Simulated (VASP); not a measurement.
Write the native input for VASP 6.6.1 that does the following.

| Item | Value |
| --- | --- |
| Task | single point |
| Functional | revPBE |
| Potentials or basis | VASP PAW PBE potentials, release 64 (W_sv) |
| Cutoff | 520 eV |
| k mesh | 15 × 15 × 8 |
| Occupations | fermi-dirac, width 0.1 eV |
| Spin | no spin polarisation |
| Dipole correction | no |
| Further INCAR settings | ALGO = Normal; EDIFF = 1e-07; NBANDS = 21 |

The structure of W lies in POSCAR:

```
W
1.0
   -1.9615427436      1.9614918126      1.3866735884
    1.9614918126     -1.9615427436      1.3866735884
    3.3009909405      3.3009909405     -1.3867668686
W
2
Direct
    0.9999924972      0.0000075028      0.0000000000
    0.7500075028      0.2499924972      0.5000000000
```

One way to write it, as run:

INCAR

```
PREC     = Accurate       # precision mode
ENCUT    = 520            # plane-wave cutoff, eV
EDIFF    = 1E-7           # SCF threshold, eV
ISMEAR   = -1             # smearing method
SIGMA    = 0.1            # smearing width, eV
LREAL    = False          # projectors in reciprocal space
LASPH    = True           # aspherical terms in the spheres
NELM     = 100            # most SCF steps
ALGO     = Normal         # electronic algorithm
ISIF     = 2              # what is computed and relaxed
LWAVE    = False          # write WAVECAR
LCHARG   = True           # write CHGCAR
GGA      = RE             # functional
LELF     = True           # ELF
LVHAR    = True         
NBANDS   = 21             # bands
```

KPOINTS

```
regular mesh
0
Gamma
  15 15 8
```

Potentials or basis: VASP PAW PBE potentials, release 64 (W_sv).

The run is started by

```sh
$ cat potpaw_PBE.64/W_sv/POTCAR > POTCAR
$ mpirun -np 1 vasp_std > vasp.out
```

Results of the run:

```
Pressure               : -18.1 GPa
Band gap on the k mesh : zero (bands 14 and 15 overlap by 0.98 eV)
```

Caveat: the cell stands under tension; the PAW data sets were made with another functional, which shifts forces and pressure a little; spin-orbit coupling is left out, which moves the levels of the heavy elements.

Wall time 5.1 min on 1 thread of Intel Xeon 8259CL (shared host), peak memory 0.39 GiB.
